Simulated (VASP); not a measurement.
Here is a VASP 6.6.1 calculation.

File POSCAR:

```
AlN
1.0
    0.0000000000      2.1839935596      2.1839935596
    2.1839935596      0.0000000000      2.1839935596
    2.1839935596      2.1839935596      0.0000000000
Al N
1 1
Direct
    0.0485651694      0.0000000000      0.0000000000
    0.7500000000      0.7500000000      0.7500000000
```

Contents of INCAR.step1:

```
PREC = Accurate
ENCUT = 520
ISMEAR = 0
SIGMA = 0.05
LREAL = F
LASPH = T
NELM = 80
NBANDS = 11
GGA = PE
ALGO = Normal
EDIFF = 1E-4
LWAVE = T
LCHARG = F
```

The input INCAR.step2:

```
PREC = Accurate
ENCUT = 520
EDIFF = 1E-6
ISMEAR = 0
SIGMA = 0.05
LREAL = F
LASPH = T
NELM = 80
ALGO = Normal
ISIF = 2
LWAVE = F
LCHARG = F
METAGGA = R2SCAN
LMIXTAU = T
NBANDS = 11
ISTART = 1
```

The input KPOINTS:

```
Automatic mesh
0
Gamma
  10 10 10
```

Potentials or basis: VASP PAW PBE potentials, release 64 (Al, N).

Command:

```sh
$ cat potpaw_PBE.64/Al/POTCAR potpaw_PBE.64/N/POTCAR > POTCAR
$ cp INCAR.step1 INCAR
$ mpirun -np 1 vasp_std > vasp.out
$ cp INCAR.step2 INCAR
$ mpirun -np 1 vasp_std > vasp.out
```

(1) Predict the band gap on the k mesh.

(2) Predict the pressure.

## Answers

(1) 3.53 eV, indirect (least direct gap 4.45 eV).

(2) 2.8 GPa.

Caveat: the cell differs from its parent crystal (all Al atoms moved -0.150 Å, as atom 1 towards its neighbour atom 1 (Al) at 3.089 Å); the PAW data sets were made with another functional, which shifts forces and pressure a little.
